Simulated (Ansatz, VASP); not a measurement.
# Zr in VASP and in Ansatz

INCAR

```
PREC = Accurate ; ENCUT = 520
EDIFF = 1E-7 ; ISMEAR = -1
SIGMA = 0.1 ; LREAL = False
LASPH = True ; NELM = 60
ALGO = Normal ; ISIF = 2
LWAVE = False ; LCHARG = False
GGA = RP ; NBANDS = 12
```

The input KPOINTS:

```
Automatic mesh
0
Gamma
  13 13 13
```

POSCAR

```
Zr
1.0
    0.0000000000      2.2210428915      2.2210428915
    2.2210428915      0.0000000000      2.2210428915
    2.2210428915      2.2210428915      0.0000000000
Zr
1
Direct
    0.0000000000      0.0000000000      0.0000000000
```

Input for Ansatz:

```yaml
crystal:
  lattice:
    - [0.0, 2.2210428915, 2.2210428915]
    - [2.2210428915, 0.0, 2.2210428915]
    - [2.2210428915, 2.2210428915, 0.0]
  atoms:
    - { symbol: Zr, position: [0.0, 0.0, 0.0] }
hamiltonian:
  xc: rpbe
  pseudopotentials:
    kind: paw
    azcp:
      Zr: "pseudopotentials/Zr.paw.azcp"
basis:
  ecutwfc: 420
  fft_grid_basis: typed
kpoints:
  mp_grid: { grid: [13, 13, 13], shift: [0, 0, 0] }
magnetization:
  spin_polarized: false
scf:
  occupations: { method: fermi_dirac, width: 0.1 }
  lower_state_search: "off"
output:
  stress: true
```

Alike in both runs: task single point; functional RPBE; k mesh 13 × 13 × 13; occupations fermi-dirac, width 0.1 eV; no spin polarisation.

|  | VASP | Ansatz |
| --- | --- | --- |
| version | VASP 6.6.1 | Ansatz 0.2.0 |
| potentials or method | VASP PAW PBE potentials, release 64 (Zr_sv), cutoff 520 eV | plane waves (420 eV) with PAW, scalar-relativistic |
| valence electrons in the cell | 12 | 12 |

|  | VASP | Ansatz | Ansatz less VASP |
| --- | --- | --- | --- |
| pressure (GPa) | 8.2 | 8.2 | +0.01 |

VASP's potentials were made for PBE, not for RPBE.
